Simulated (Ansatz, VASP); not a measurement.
One calculation of BAs, two programs

```xyz
2
Lattice="0.0000 2.3423 2.3423 2.3423 0.0000 2.3423 2.3423 2.3423 0.0000" Properties=species:S:1:pos:R:3 pbc="T T T"
B     0.0000    0.0000    0.0000
As    1.1712    1.1712    1.1712
```

Alike in both runs: task single point; functional LDA; k mesh 8 × 8 × 8; no spin polarisation.

```csv
,VASP,Ansatz
version,VASP 6.6.1,Ansatz 0.2.0
potentials or method,"VASP PAW LDA potentials, release 64 (B, As), cutoff 500 eV","scalar-relativistic, plane waves, PAW"
occupations,"gaussian, width 0.01 eV",fixed
valence electrons in the cell,8,18
```

VASP gave:

- gap on the k mesh at the Fermi level (eV): 1.09
- least direct gap on the mesh (eV): 3.33
- pressure (GPa): 5.8

Problem. What did Ansatz give for the same quantities?

Solution. gap on the k mesh at the Fermi level (eV): 1.10; least direct gap on the mesh (eV): 3.33; pressure (GPa): 4.7.

Ansatz warns that its potentials were made for another functional, while VASP's fit it. LDA's correlation is that of Perdew and Zunger in VASP and of Perdew and Wang (1992) in Ansatz. VASP's potentials hold 8 valence electrons a cell and Ansatz's 18, so a difference there can come from the potentials and not from the codes.
